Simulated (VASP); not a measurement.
A run of VASP 6.6.1:

INCAR

```
SYSTEM = CdTe
ALGO     = Normal         ! electronic algorithm
EDIFF    = 1E-6           ! SCF threshold, eV
ENCUT    = 500            ! plane-wave cutoff, eV
GGA      = PS             ! functional
GGA_COMPAT= .False.      
ISIF     = 2              ! what is computed and relaxed
ISMEAR   = -1             ! smearing method
LASPH    = .True.         ! aspherical terms in the spheres
LCHARG   = .False.        ! write CHGCAR
LREAL    = .False.        ! projectors in reciprocal space
LWAVE    = .False.        ! write WAVECAR
NBANDS   = 16             ! bands
NELM     = 120            ! most SCF steps
PREC     = Accurate       ! precision mode
SIGMA    = 0.05           ! smearing width, eV
```

File KPOINTS:

```
k-points
0
Gamma
  6 6 6
  0 0 0
```

POSCAR

```
CdTe
1.0
    0.0000000000      3.2050000000      3.0768000000
    3.2050000000      0.0000000000      3.0768000000
    3.2050000000      3.2050000000      0.0000000000
Te Cd
1 1
Direct
    0.7500000000      0.7500000000      0.7500000000
    0.0000000000      0.0000000000      0.0000000000
```

Potentials or basis: VASP PAW PBE potentials, release 64 (Te, Cd).

The run is started by

```bash
$ cat potpaw_PBE.64/Te/POTCAR potpaw_PBE.64/Cd/POTCAR > POTCAR
$ mpirun -np 1 vasp_std > vasp.out
```

Hardware: 1 thread of Intel(R) Xeon(R) 6975P-C (Granite Rapids), with other jobs on the host.

Q: How long does it take, and how much memory?

A: Run time: 15 s on 1 thread of Intel(R) Xeon(R) 6975P-C (Granite Rapids), on a shared host, peak memory 0.19 GiB. Counts: scf iterations 13, k points 30.
